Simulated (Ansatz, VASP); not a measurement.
WSe2 in VASP and in Ansatz

```
Se W
1.0
     3.28500    0.00000    0.00000
    -1.64250    2.84489    0.00000
     0.00000    0.00000   32.73738
Se W
2 1
Direct
  0.33333 0.66667 0.44676
  0.33333 0.66667 0.55324
  0.66667 0.33333 0.50000
```

Alike in both runs: task single point; functional PBE; dispersion D3(BJ); k mesh 9 × 9 × 1; occupations gaussian, width 0.02 eV; no spin polarisation.

```csv
,VASP,Ansatz
version,VASP 6.6.1,Ansatz 0.2.0
potentials or method,"VASP PAW PBE potentials, release 64 (Se, W_sv), cutoff 520 eV","scalar-relativistic, plane waves, PAW"
valence electrons in the cell,26,46
```

VASP gave:

- gap on the k mesh at the Fermi level (eV): 1.53
- least direct gap on the mesh (eV): 1.78
- rms of the force components (eV/Å): 0.421

Task: What did Ansatz give for the same quantities?

Result: gap on the k mesh at the Fermi level (eV): 1.53; least direct gap on the mesh (eV): 1.79; rms of the force components (eV/Å): 0.440.

VASP's potentials hold 26 valence electrons a cell and Ansatz's 46, so a difference there can come from the potentials and not from the codes.

Neither program's run includes spin-orbit coupling.
